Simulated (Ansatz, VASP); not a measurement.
## KIr: VASP beside Ansatz

The input INCAR:

```
PREC = Accurate
ENCUT = 600
EDIFF = 1E-6
ISMEAR = -1
SIGMA = 0.05
LREAL = F
LASPH = T
NELM = 100
ALGO = Normal
ISIF = 3
LWAVE = F
LCHARG = F
IBRION = 2
NSW = 32
EDIFFG = -0.005
```

KPOINTS

```
regular mesh
0
Gamma
  10 10 10
```

POSCAR

```
KIr
1.0
    3.4457357822      0.0000000000      0.0000000000
    0.0000000000      3.4457357822      0.0000000000
    0.0000000000      0.0000000000      3.4457357822
K Ir
1 1
Direct
    0.0000000000      0.0000000000      0.0000000000
    0.5000000000      0.5000000000      0.5000000000
```

Input for Ansatz:

```yaml
crystal:
  lattice:
    - [3.4457357822, 0.0, 0.0]
    - [0.0, 3.4457357822, 0.0]
    - [0.0, 0.0, 3.4457357822]
  atoms:
    - { symbol: K, position: [0.0, 0.0, 0.0] }
    - { symbol: Ir, position: [0.5, 0.5, 0.5] }
kpoints:
  mp_grid: { grid: [10, 10, 10] }
scf:
  occupations: { method: fermi_dirac, width: 0.05 }
hamiltonian:
  xc: lda
  pseudopotentials: { kind: all_electron, lapw: { basis_error: 0.0005 } }
output:
  forces: true
  stress: true
  eigenvalues: true
relax:
  f_tol: 0.005
  max_steps: 12
  cell: {}
```

Alike in both runs: task relaxation of cell and atoms; functional LDA; k mesh 10 × 10 × 10; occupations fermi-dirac, width 0.05 eV; no spin polarisation.

|  | VASP | Ansatz |
| --- | --- | --- |
| version | VASP 6.6.1 | Ansatz 0.2.0 |
| potentials or method | VASP PAW LDA potentials, release 64 (K_sv, Ir), cutoff 600 eV | all-electron LAPW, scalar-relativistic |

VASP gave:

| Quantity | Value |
| --- | --- |
| relaxed volume (Å³/atom) | 20.67 |
| relaxed length of the cell vector where the two differ most in proportion (Å) | 3.458 |

Task: What did Ansatz give for the same quantities?

Result: Relaxed volume (Å³/atom): 20.46; relaxed length of the cell vector where the two differ most in proportion (Å): 3.446.

LDA's correlation is that of Perdew and Zunger in VASP and of Perdew and Wang (1992) in Ansatz. Ansatz ran all-electron here, and VASP with PAW potentials.

Neither program's run includes spin-orbit coupling.
